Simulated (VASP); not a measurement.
## Ni2H: single point with LDA

Crystal: Ni2H.

```
Ni H
1.0
     2.48535    0.00000    0.00000
    -1.24267    2.15237    0.00000
     0.00000    0.00000    4.12197
Ni H
2 1
Direct
  0.33333 0.66667 0.25983
  0.66667 0.33333 0.74017
  0.00000 0.00000 0.00000
```

```
Program             : VASP 6.6.1
Task                : single point
Functional          : LDA
Potentials or basis : VASP PAW LDA potentials, release 64 (Ni, H)
Cutoff              : 520 eV
k mesh              : 12 × 12 × 6
Occupations         : gaussian, width 0.1 eV
Spin                : collinear spin, ferromagnetic start
Starting moments    : [0.16, 0.16, 0.0] μB
```

```yaml
Pressure: 0.0 GPa
Largest_force: 0.016 eV/Å
Net_moment: 0.00 μB per cell
Valence_electrons_inside_the_program's_atomic_spheres: Ni 9.51; H 0.55
```

Forces on the atoms (eV/Å):
```
Ni   0.000  0.000  0.016
Ni   0.000  0.000 -0.016
H    0.000  0.000  0.000
```

Levels at points of the mesh, in eV from the Fermi level:
Spin up:
```tsv
k point	band 7	band 8	band 9	band 10	band 11	band 12	band 13	band 14	band 15	band 16
(0.00, 0.00, 0.00)	-1.73	-1.73	-1.23	-1.23	-0.32	-0.32	4.97	15.76	23.55	23.64
(0.50, 0.00, 0.00)	-1.71	-0.13	-0.13	0.00	0.74	2.81	7.79	8.11	9.37	12.91
(0.00, 0.00, 0.50)	-2.00	-2.00	-0.61	-0.61	-0.56	-0.56	11.30	12.07	17.74	22.60
(0.50, 0.00, 0.50)	-1.17	-0.78	-0.06	-0.05	0.45	0.69	5.90	5.90	14.01	16.32
```
Spin down:
```csv
k point,band 9,band 10,band 11,band 12,band 13,band 14
"(0.00, 0.00, 0.00)",-1.23,-1.23,-0.32,-0.32,4.97,15.76
"(0.50, 0.00, 0.00)",-0.13,0.00,0.74,2.81,7.79,8.11
"(0.00, 0.00, 0.50)",-0.61,-0.61,-0.56,-0.56,11.30,12.07
"(0.50, 0.00, 0.50)",-0.06,-0.05,0.45,0.69,5.90,5.90
```

Wall time 3.7 min on 1 thread of Oxide Virtual Turin-like Processor, on a shared host, peak memory 0.15 GiB.
